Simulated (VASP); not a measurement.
Set up this calculation in VASP 6.6.1, as the native input.

| Quantity | Value |
| --- | --- |
| Task | relaxation of cell and atoms |
| Functional | PBEsol |
| Potentials or basis | VASP PAW PBE potentials, release 64 (Zn) |
| Cutoff | 600 eV |
| k mesh | 20 × 20 × 10 |
| Occupations | fermi-dirac, width 0.1 eV |
| Spin | no spin polarisation |
| Target pressure | 7 GPa |
| Dipole correction | no |
| Further INCAR settings | ALGO = Normal; EDIFF = 1e-06; IBRION = 2; EDIFFG = -0.002; NSW = 100; ISIF = 3 |

The structure of Zn lies in POSCAR:

```
Zn
1.0
    2.6354261662      0.0000000000      0.0000000000
   -1.3177130831      2.2823460098      0.0000000000
    0.0000000000      0.0000000000      4.6649985756
Zn
2
Direct
    0.3333333333      0.6666666667      0.2500000000
    0.6666666667      0.3333333333      0.7500000000
```

These files were run (other wordings do the same):

INCAR

```
SYSTEM = Zn
ALGO = Normal
EDIFF = 1E-6
EDIFFG = -0.002
ENCUT = 600
GGA = PS
IBRION = 2
ISIF = 3
ISMEAR = -1
LASPH = .TRUE.
LCHARG = .FALSE.
LREAL = .FALSE.
LWAVE = .FALSE.
NELM = 80
NSW = 100
PREC = Accurate
PSTRESS = 70.0
SIGMA = 0.1
```

KPOINTS

```
k-points
0
G
  20 20 10
  0 0 0
```

Potentials or basis: VASP PAW PBE potentials, release 64 (Zn).

Launch:

```console
$ cat potpaw_PBE.64/Zn/POTCAR > POTCAR
$ mpirun -np 1 vasp_std > vasp.out
```

It gave:

* Relaxed volume: 13.18 Å³/atom
* Relaxed cell: a = 2.599 Å, b = 2.599 Å, c = 4.508 Å, α = 90.00°, β = 90.00°, γ = 120.00°
* Space group after relaxing (to 0.05 Å): P6_3/mmc (No. 194)
* Energy change on relaxing (the enthalpy is what falls): +18.3 meV/atom
* Ionic steps: 18
* Pressure after relaxing: 7.0 GPa
* Band gap on the k mesh: zero (band 12 reaches 5.85 eV, above the bottom of band 13 at 2.00 eV)

Caveat: the cell is relaxed towards a set pressure, so the enthalpy falls and the energy may rise; the PAW data sets were made with another functional, which shifts forces and pressure a little.

Run time: 11 min on 1 thread of Intel(R) Xeon(R) Platinum 8259CL CPU @ 2.50GHz (Skylake/Cascade Lake), with other jobs on the host, peak memory 0.26 GiB.
